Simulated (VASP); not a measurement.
A run of VASP 6.6.1:

Contents of INCAR:

```
PREC = Accurate
ENCUT = 520
EDIFF = 1E-6
ISMEAR = -1
SIGMA = 0.05
LREAL = Auto
LASPH = True
NELM = 100
ALGO = Normal
ISIF = 2
LWAVE = False
LCHARG = False
GGA = PE
NBANDS = 53
```

File KPOINTS:

```
Automatic mesh
0
Gamma
  2 2 2
```

Contents of POSCAR:

```
Si16Ge
1.0
    0.0000000000      5.4300000000      5.4300000000
    5.4300000000      0.0000000000      5.4300000000
    5.4300000000      5.4300000000      0.0000000000
Si Ge
16 1
Direct
   -0.0796132597      0.0235911602      0.0846408840
    0.2079742173      0.0946040516      0.0419152855
    0.2510220994     -0.1422375691      0.3933609576
   -0.0040976059      0.2418876611      0.4175230203
   -0.1189042357      0.3965653775      0.1201012891
    0.3571270718      0.8721362799     -0.3268876611
    0.1268232044      0.6725322284     -0.0183333333
    0.0371086556      0.6101289134      0.7608655617
    0.7799539595      0.3482228361     -0.2557918969
    0.7060589319      0.1453959484      0.5194290976
    0.5696961326      0.0828821363      0.3359208103
    0.1940607735      0.2328821363      0.6551841621
    0.6938950276      0.7401565378     -0.3008195212
    0.5811786372      0.6039410681      0.3627624309
    0.4277900552      0.3687108656      0.7325966851
    0.8386372007      0.6793922652      0.4000184162
    0.3297237569      0.4427992634      1.2303130755
```

Potentials or basis: VASP PAW PBE potentials, release 64 (Si, Ge_d).

Run with:

```bash
$ cat potpaw_PBE.64/Si/POTCAR potpaw_PBE.64/Ge_d/POTCAR > POTCAR
$ mpirun -np 1 vasp_std > vasp.out
```

Hardware: 1 thread of Intel(R) Xeon(R) 6975P-C (Granite Rapids), with other jobs on the host.

Task: How long does it take, and how much memory?

Result: Wall time 2.1 min on 1 thread of Intel(R) Xeon(R) 6975P-C (Granite Rapids) (shared host), peak memory 0.49 GiB. Counts: scf iterations 16, k points 8.
